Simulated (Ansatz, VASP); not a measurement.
## Hf: VASP beside Ansatz

```
Hf
1.0
     0.00000    2.19000    2.19000
     2.19000    0.00000    2.19000
     2.19000    2.19000    0.00000
Hf
1
Cartesian
  0.0000 0.0000 0.0000
```

Change from the starting cell: volume scaled by 0.96.

Alike in both runs: task single point; functional PBEsol; k mesh 16 × 16 × 16; occupations fermi-dirac, width 0.03 eV; no spin polarisation.

|  | VASP | Ansatz |
| --- | --- | --- |
| version | VASP 6.6.1 | Ansatz 0.2.0 |
| potentials or method | VASP PAW PBE potentials, release 64 (Hf_pv), cutoff 520 eV | all-electron LAPW, scalar-relativistic |

Ansatz gave:

| Quantity | Value |
| --- | --- |
| pressure (GPa) | 2.9 |

Question: Estimate VASP's values.

Answer: Pressure (GPa): 2.5.

VASP's potentials were made for PBE, not for PBEsol. Ansatz ran all-electron here, and VASP with PAW potentials.

Neither program's run includes spin-orbit coupling.
